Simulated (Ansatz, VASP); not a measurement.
**One calculation of SiC, two programs**

```
CELL_PARAMETERS angstrom
2.97036 0.00000 0.00000
-1.48518 2.57240 0.00000
0.00000 0.00000 10.93969
ATOMIC_POSITIONS crystal
Si 0.66667 0.33333 0.93784
Si 0.33333 0.66667 0.43784
Si 0.00000 0.00000 0.68790
Si 0.00000 0.00000 0.18790
C 0.66667 0.33333 0.74981
C 0.33333 0.66667 0.24981
C 0.00000 0.00000 0.50045
C 0.00000 0.00000 0.00045
```

Change from the starting cell: strain -0.040 along x and y, +0.080 along z, atoms carried along.

Alike in both runs: task single point; functional PBE; k mesh 12 × 12 × 4; occupations gaussian, width 0.05 eV; no spin polarisation.

|  | VASP | Ansatz |
| --- | --- | --- |
| version | VASP 6.6.1 | Ansatz 0.2.0 |
| potentials or method | VASP PAW PBE potentials, release 64 (Si, C), cutoff 520 eV | scalar-relativistic, plane waves, PAW |
| valence electrons in the cell | 32 | 32 |

|  | VASP | Ansatz | Ansatz less VASP |
| --- | --- | --- | --- |
| gap on the k mesh at the Fermi level (eV) | 1.52 | 1.52 | +0.005 |
| least direct gap on the mesh (eV) | 2.97 | 2.98 | +0.008 |
| pressure (GPa) | 5.0 | 5.1 | +0.05 |
| traceless stress, the component that is largest in VASP (GPa) | -39.00 | -38.80 | +0.192 |
| rms of the force components (eV/Å) | 0.285 | 0.286 | +0.0006 |

Atom by atom the forces differ by 0.001 eV/Å (rms over components).
